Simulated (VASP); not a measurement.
# MgO (Imm2) in VASP: notebook

Runs on MgO. Level: r2SCAN. Tasks: single point.

Everything below comes from runs of VASP 6.6.1. Logs are shortened: lines on timing, memory, paths and dates and some standing lists are left out, and cuts for length are marked.

## Step 1: The cell of the first run

Symmetry: Imm2, No. 44, orthorhombic system. Conventional cell: a = 3.020 Å, b = 4.270 Å, c = 3.020 Å, α = 90.00°, β = 90.00°, γ = 90.00°. Within 2.8 Å of Mg (site symmetry mm2) lie 6 O at 2.10 to 2.17 Å. O (site symmetry mm2) has 6 Mg at 2.10 to 2.17 Å within 2.8 Å.

## Step 2: Single point, r2SCAN (all O atoms moved -0.050 Å, as atom 2 along Cartesian [1 1 0])

Contents of POSCAR:

```
MgO
1.0
    0.0000000000      2.1351500000      2.1351500000
    2.1351500000      0.0000000000      2.1351500000
    2.1351500000      2.1351500000      0.0000000000
Mg O
1 1
Direct
    0.0000000000      0.0000000000      0.0000000000
    0.5000000000      0.5000000000      0.4834412856
```

Contents of INCAR.step1:

```
SYSTEM = MgO
ALGO = Normal
EDIFF = 1E-4
ENCUT = 520
GGA = PE
ISMEAR = 0
LASPH = .TRUE.
LCHARG = .FALSE.
LREAL = .FALSE.
LWAVE = .TRUE.
NBANDS = 11
NELM = 60
PREC = Accurate
SIGMA = 0.05
```

Contents of INCAR.step2:

```
SYSTEM = MgO
ALGO = Normal
EDIFF = 1E-7
ENCUT = 520
ISIF = 2
ISMEAR = 0
ISTART = 1
LASPH = .TRUE.
LCHARG = .FALSE.
LMIXTAU = .TRUE.
LREAL = .FALSE.
LWAVE = .FALSE.
METAGGA = R2SCAN
NBANDS = 11
NELM = 60
PREC = Accurate
SIGMA = 0.05
```

Contents of KPOINTS:

```
k-points
0
G
  10 10 10
  0 0 0
```

Potentials or basis: VASP PAW PBE potentials, release 64 (Mg, O).

The run is started by

```console
> cat potpaw_PBE.64/Mg/POTCAR potpaw_PBE.64/O/POTCAR > POTCAR
> cp INCAR.step1 INCAR
> mpirun -np 1 vasp_std > vasp.out
> cp INCAR.step2 INCAR
> mpirun -np 1 vasp_std > vasp.out
```

OUTCAR:

```text
SYSTEM = MgO
   EDIFF = 1E-7
   ENCUT = 520
   ISIF = 2
   ISMEAR = 0
   ISTART = 1
   LASPH = .TRUE.
   LREAL = .FALSE.
   METAGGA = R2SCAN
   NELM = 60
   PREC = Accurate

 ion  position               nearest neighbor table
   1  0.000  0.000  0.000-   2 2.10   2 2.10   2 2.14   2 2.14   2 2.17   2 2.17
   2  0.500  0.500  0.483-   1 2.10   1 2.10   1 2.14   1 2.14   1 2.17   1 2.17

  LATTYP: Found a face centered cubic cell.
 ALAT       =     4.2703000000

  Lattice vectors:

 A1 = (   0.0000000000,   2.1351500000,   2.1351500000)
 A2 = (   2.1351500000,   0.0000000000,   2.1351500000)
 A3 = (   2.1351500000,   2.1351500000,   0.0000000000)

Analysis of symmetry for initial positions (statically):
=====================================================================
 Subroutine PRICEL returns:
 Original cell was already a primitive cell.

 Routine SETGRP: Setting up the symmetry group for a
 face centered cubic supercell.

 Subroutine GETGRP returns: Found  4 space group operations
 (whereof  4 operations were pure point group operations)
 out of a pool of 48 trial point group operations.

The static configuration has the point symmetry C_2v.

Analysis of symmetry for dynamics (positions and initial velocities):
=====================================================================
 Subroutine PRICEL returns:
 Original cell was already a primitive cell.

 Routine SETGRP: Setting up the symmetry group for a
 face centered cubic supercell.

 Subroutine GETGRP returns: Found  4 space group operations
 (whereof  4 operations were pure point group operations)
 out of a pool of 48 trial point group operations.

The dynamic configuration has the point symmetry C_2v.

 Subroutine INISYM returns: Found  4 space group operations
 (whereof  4 operations are pure point group operations),
 and found     1 'primitive' translations

----------------------------------------------------------------------------------------

                                     Primitive cell

  volume of cell :      19.4677

  direct lattice vectors                    reciprocal lattice vectors
     0.000000000  2.135150000  2.135150000    -0.234175585  0.234175585  0.234175585
     2.135150000  0.000000000  2.135150000     0.234175585 -0.234175585  0.234175585
     2.135150000  2.135150000  0.000000000     0.234175585  0.234175585 -0.234175585

  length of vectors
     3.019558088  3.019558088  3.019558088     0.405604011  0.405604011  0.405604011

  position of ions in fractional coordinates (direct lattice)
     0.000000000  0.000000000  0.000000000
     0.500000000  0.500000000  0.483441286

  ion indices of the primitive-cell ions
   primitive index   ion index
                 1           1
                 2           2

----------------------------------------------------------------------------------------

 KPOINTS: k-points

Automatic generation of k-mesh.
 Grid dimensions read from file:
 generate k-points for:   10   10   10

 Generating k-lattice:

  Cartesian coordinates                     Fractional coordinates (reciprocal lattice)
    -0.023417558  0.023417558  0.023417558     0.100000000  0.000000000  0.000000000
     0.023417558 -0.023417558  0.023417558     0.000000000  0.100000000  0.000000000
     0.023417558  0.023417558 -0.023417558     0.000000000  0.000000000  0.100000000

  Length of vectors
     0.040560401  0.040560401  0.040560401

  Shift w.r.t. Gamma in fractional coordinates (k-lattice)
     0.000000000  0.000000000  0.000000000

 Subroutine IBZKPT returns following result:
 ===========================================

 Found    171 irreducible k-points:

 Following reciprocal coordinates:
            Coordinates               Weight
  0.000000  0.000000  0.000000      1.000000
  0.100000  0.000000  0.000000      4.000000
  0.000000  0.000000  0.100000      4.000000
  0.200000  0.000000  0.000000      4.000000
  0.000000  0.000000  0.200000      4.000000
  0.300000  0.000000  0.000000      4.000000
[... 16 lines left out ...]
  0.000000  0.400000  0.100000      8.000000
  0.100000  0.000000  0.400000      8.000000
 [... further k-points ...]
   k-points           NKPTS =    171   k-points in BZ     NKDIM =    171   number of bands    NBANDS=     11
   number of dos      NEDOS =    301   number of ions     NIONS =      2
   total plane-waves  NPLWV =  13824
   dimension x,y,z NGX =    24 NGY =   24 NGZ =   24
   dimension x,y,z NGXF=    48 NGYF=   48 NGZF=   48
   ions per type =               1   1
   NGX,Y,Z   is equivalent  to a cutoff of  13.21, 13.21, 13.21 a.u.
   NGXF,Y,Z  is equivalent  to a cutoff of  26.43, 26.43, 26.43 a.u.
 SYSTEM =  MgO
   PREC   = accura    normal or accurate (medium, high low for compatibility)
   ISTART =      1    job   : 0-new  1-cont  2-samecut
   ICHARG =      0    charge: 1-file 2-atom 10-const
   ISPIN  =      1    spin polarized calculation?
   LNONCOLLINEAR =      F non collinear calculations
   LSORBIT =      F    spin-orbit coupling
   LASPH  =      T    aspherical Exc in radial PAW
   ENCUT  =  520.0 eV  38.22 Ry    6.18 a.u.   5.61  5.61  5.61*2*pi/ulx,y,z
   NELM   =     60;   NELMIN=  2; NELMDL=  0     # of ELM steps
   EDIFF  = 0.1E-06   stopping-criterion for ELM
   LREAL  =      F    real-space projection
   EDIFFG = 0.1E-05   stopping-criterion for IOM
   NSW    =      0    number of steps for IOM
   IBRION =     -1    ionic relax: 0-MD 1-quasi-New 2-CG
   NFREE  =      0    steps in history (QN), initial steepest desc. (CG)
   ISIF   =      2    stress and relaxation
   ISYM   =      2    0-nonsym 1-usesym 2-fastsym
   POTIM  = 0.5000    time-step for ionic-motion
   TEBEG  =    0.0;   TEEND  =   0.0 temperature during run
   PSTRESS=    0.0 pullay stress
   NELECT =       8.0000    total number of electrons
   NUPDOWN=      -1.0000    fix difference up-down
   EMIN   =  10.00;   EMAX   =-10.00  energy-range for DOS
   EFERMI =   0.00;   METHOD = LEGACY
   ISMEAR =     0;   SIGMA  =   0.05  broadening in eV -4-tet -1-fermi 0-gaus
   EFERMI_NEDOS =   21; number of points for ismear=-14 and -15
   IALGO  =     38    algorithm
   IMIX   =      4    mixing-type and parameters
     AMIX     =   0.40;   BMIX     =  1.00
     AMIX_MAG =   1.60;   BMIX_MAG =  1.00
  volume/ion in A,a.u.               =       9.73        65.69
  Fermi-wavevector in a.u.,A,eV,Ry     =   1.217119  2.300022 20.155386  1.481379
  Thomas-Fermi vector in A             =   2.352450
   LORBIT       =      0    0 simple, 1 ext, 2 COOP (PROOUT), +10 PAW based schemes
   METAGGA = R2SCAN    functional components
   LHFCALC =     F    Hartree Fock is set to
   AEXX    =    0.0000 exact exchange contribution
   IVDW    =     0    specifies the selected vdW correction
   LEPSILON=     F    determine dielectric tensor
   LRPA    =     F    only Hartree local field effects (RPA)
 non-spin polarized calculation
 Gauss-broadening in eV      SIGMA  =   0.05
  energy-cutoff  :      520.00
  volume of cell :       19.47
 maximum number of plane-waves:       544
   NGX = 11   NGY = 11   NGZ = 11

 number of electron       8.0000001 magnetization

 Free energy of the ion-electron system (eV)
  ---------------------------------------------------
  ext. energy  EPLUGINS =         0.00000000
  ---------------------------------------------------
  free energy    TOTEN  =       -16.13017303 eV

  energy without entropy =      -16.13017303  energy(sigma->0) =      -16.13017303

 E-fermi :   2.8100     XC(G=0): -11.3835

 val. band max:        2.4792952573   @ k =   0.0000   0.0000   0.0000
 cond. band min:       7.6756529897   @ k =   0.0000   0.0000   0.0000
 fundamental gap:      5.1963577323
 Fermi energy:         2.8099902077

 k-point     1 :       0.0000    0.0000    0.0000
  band No.  band energies     occupation
      1     -15.5160      2.00000
      2       2.4750      2.00000
      3       2.4788      2.00000
      4       2.4793      2.00000
      5       7.6757      0.00000
      6      19.0691      0.00000
      7      19.0790      0.00000
      8      19.0842      0.00000
      9      23.0920      0.00000
     10      24.8257      0.00000
     11      24.8295      0.00000

 k-point     2 :       0.1000    0.0000    0.0000
  band No.  band energies     occupation
      1     -15.4197      2.00000
      2       1.8580      2.00000
      3       2.4132      2.00000
      4       2.4164      2.00000
      5       8.2912      0.00000
      6      17.8361      0.00000
      7      19.3112      0.00000
      8      19.3215      0.00000
      9      24.0474      0.00000
     10      24.0494      0.00000
     11      24.7137      0.00000

 k-point     3 :       0.0000    0.0000    0.1000
  band No.  band energies     occupation
      1     -15.4197      2.00000
      2       1.8611      2.00000
      3       2.4105      2.00000
      4       2.4150      2.00000
      5       8.2919      0.00000
      6      17.8450      0.00000
      7      19.3053      0.00000
      8      19.3175      0.00000
      9      24.0460      0.00000
     10      24.0521      0.00000
     11      24.7147      0.00000

 k-point     4 :       0.2000    0.0000    0.0000
  band No.  band energies     occupation
      1     -15.1562      2.00000
      2       0.5861      2.00000
      3       2.2499      2.00000
      4       2.2532      2.00000
      5       9.5064      0.00000
      6      16.3111      0.00000
      7      19.7699      0.00000
      8      19.7773      0.00000
      9      23.3407      0.00000
     10      23.3500      0.00000
     11      25.5304      0.00000

 k-point     5 :       0.0000    0.0000    0.2000
  band No.  band energies     occupation
      1     -15.1562      2.00000
      2       0.5881      2.00000
      3       2.2469      2.00000
      4       2.2515      2.00000
      5       9.5083      0.00000
      6      16.3184      0.00000
      7      19.7668      0.00000
      8      19.7773      0.00000
      9      23.3402      0.00000
     10      23.3437      0.00000
     11      25.5298      0.00000
[... 211 lines left out ...]
 k-point    21 :       0.1000    0.1000   -0.2000
  band No.  band energies     occupation
      1     -14.8629      2.00000
      2      -0.3084      2.00000
      3       1.9546      2.00000
      4       1.9585      2.00000
      5      10.6305      0.00000
      6      15.4061      0.00000
      7      19.3495      0.00000
      8      20.0256      0.00000
      9      22.1079      0.00000
     10      25.0150      0.00000
     11      26.4348      0.00000

 k-point    22 :       0.4000    0.1000    0.0000
  band No.  band energies     occupation
      1     -14.5384      2.00000
      2      -1.2796      2.00000
      3       1.7072      2.00000
      4       1.8246      2.00000
      5      11.2832      0.00000
      6      15.3651      0.00000
      7      18.7212      0.00000
      8      19.9366      0.00000
      9      23.3665      0.00000
     10      25.7730      0.00000
     11      26.0670      0.00000

 k-point    23 :       0.0000    0.4000    0.1000
  band No.  band energies     occupation
      1     -14.5385      2.00000
      2      -1.2793      2.00000
      3       1.7098      2.00000
      4       1.8221      2.00000
      5      11.2820      0.00000
      6      15.3646      0.00000
      7      18.7420      0.00000
      8      19.9057      0.00000
      9      23.3859      0.00000
     10      25.8171      0.00000
     11      26.0102      0.00000

 k-point    24 :       0.1000    0.0000    0.4000
  band No.  band energies     occupation
      1     -14.5384      2.00000
      2      -1.2785      2.00000
      3       1.7054      2.00000
      4       1.8214      2.00000
      5      11.2856      0.00000
      6      15.3709      0.00000
      7      18.7447      0.00000
      8      19.9105      0.00000
      9      23.3666      0.00000
     10      25.8157      0.00000
     11      26.0129      0.00000

 [... further k-points ...]

------------------------ aborting loop because EDIFF is reached ----------------------------------------

  FORCE on cell =-STRESS in cart. coord.  units (eV):
  Direction    XX          YY          ZZ          XY          YZ          ZX
  --------------------------------------------------------------------------------------
  -------------------------------------------------------------------------------------
  Total       -0.9534697     -0.9534697     -0.9997418     -0.0047526      0.0000000      0.0000000
  in kB      -78.4697555    -78.4697555    -82.2779145     -0.3911324      0.0000000      0.0000000
  external PRESSURE =     -79.7391418 kB  Pullay stress =       0.0000000 kB

 VOLUME and BASIS-vectors are now :
 -----------------------------------------------------------------------------
  energy-cutoff  :      520.00
  volume of cell :       19.47
      direct lattice vectors                 reciprocal lattice vectors
     0.000000000  2.135150000  2.135150000    -0.234175585  0.234175585  0.234175585
     2.135150000  0.000000000  2.135150000     0.234175585 -0.234175585  0.234175585
     2.135150000  2.135150000  0.000000000     0.234175585  0.234175585 -0.234175585

 POSITION                                       TOTAL-FORCE (eV/Angst)
 -----------------------------------------------------------------------------------
      0.00000      0.00000      0.00000        -0.159885     -0.159885     -0.000000
      2.09979      2.09979      2.13515         0.159885      0.159885      0.000000
 -----------------------------------------------------------------------------------
    total drift:                               -0.004595     -0.004595      0.000001

  FREE ENERGIE OF THE ION-ELECTRON SYSTEM (eV)
  ---------------------------------------------------
  free  energy   TOTEN  =       -16.1301730280 eV

  energy  without entropy=      -16.1301730280  energy(sigma->0) =      -16.13017303
```

Run time: 57 s. Hardware: 1 thread of Intel Xeon 6975P-C (Granite Rapids), shared host; peak memory 0.17 GiB.

What came out:

```
Free energy            : -16.1302 eV
Pressure               : -8.0 GPa
Largest force          : 0.226 eV/Å
Band gap on the k mesh : 5.20 eV, direct
```

Forces in eV/Å, atoms in the order of the input:
```
Mg  -0.160 -0.160  0.000
O    0.160  0.160  0.000
```

Caveat: the cell differs from its parent crystal (all O atoms moved -0.050 Å, as atom 2 along Cartesian [1 1 0]); the PAW data sets were made with another functional, which shifts forces and pressure a little.

## Step 3: Single point, r2SCAN (all O atoms moved +0.025 Å, as atom 2 along Cartesian [1 1 0])

POSCAR, as its differences from that of step 2:

```diff
@@ -9,2 +9,2 @@
     0.0000000000      0.0000000000      0.0000000000
-    0.5000000000      0.5000000000      0.4834412856
+    0.5000000000      0.5000000000      0.5082793572
```

Contents of INCAR.step1:

```
SYSTEM = MgO
PREC = Accurate ; ENCUT = 520
ISMEAR = 0 ; SIGMA = 0.05
LREAL = .FALSE. ; LASPH = .TRUE.
NELM = 60 ; NBANDS = 11
GGA = PE ; ALGO = Normal
EDIFF = 1E-4 ; LWAVE = .TRUE.
LCHARG = .FALSE.
```

Contents of INCAR.step2:

```
SYSTEM = MgO
PREC = Accurate ; ENCUT = 520
EDIFF = 1E-6 ; ISMEAR = 0
SIGMA = 0.05 ; LREAL = .FALSE.
LASPH = .TRUE. ; NELM = 60
ALGO = Normal ; ISIF = 2
LWAVE = .FALSE. ; LCHARG = .FALSE.
METAGGA = R2SCAN ; LMIXTAU = .TRUE.
NBANDS = 11 ; ISTART = 1
```

Contents of KPOINTS:

```
regular mesh
0
G
  10 10 10
  0 0 0
```

Potentials or basis: VASP PAW PBE potentials, release 64 (Mg, O).

The run is started by

```console
> cat potpaw_PBE.64/Mg/POTCAR potpaw_PBE.64/O/POTCAR > POTCAR
> cp INCAR.step1 INCAR
> mpirun -np 1 vasp_std > vasp.out
> cp INCAR.step2 INCAR
> mpirun -np 1 vasp_std > vasp.out
```

Run time: 50 s. Hardware: 1 thread of Intel Xeon 6975P-C (Granite Rapids), shared host; peak memory 0.17 GiB.

The run converged. Its results:

```yaml
Free_energy: -16.1343 eV
Pressure: -8.1 GPa
Largest_force: 0.113 eV/Å
Band_gap_on_the_k_mesh: 5.20 eV, direct
```

Forces on the atoms (eV/Å):
```
Mg   0.080  0.080  0.000
O   -0.080 -0.080  0.000
```

Stress tensor (GPa, compression positive):
```
-8.10 -0.01  0.00
-0.01 -8.10  0.00
 0.00  0.00 -8.19
```

Levels at points of the mesh, in eV from the valence-band top:
```tsv
k point	band 1	band 2	band 3	band 4	band 5	band 6	band 7	band 8	band 9
(0.00, 0.00, 0.00)	-18.00	0.00	0.00	0.00	5.20	16.59	16.59	16.59	20.62
(0.50, 0.00, 0.00)	-16.85	-4.43	-0.63	-0.63	8.53	13.31	16.99	16.99	21.73
(0.00, 0.00, 0.50)	-16.85	-4.43	-0.63	-0.63	8.53	13.32	16.99	16.99	21.73
(0.50, 0.50, 0.00)	-16.61	-3.93	-1.32	-1.32	9.97	10.60	13.83	19.72	19.73
(0.00, 0.50, 0.50)	-16.61	-3.93	-1.32	-1.32	9.97	10.60	13.83	19.72	19.73
```

Caveat: the cell differs from its parent crystal (all O atoms moved +0.025 Å, as atom 2 along Cartesian [1 1 0]); the PAW data sets were made with another functional, which shifts forces and pressure a little.
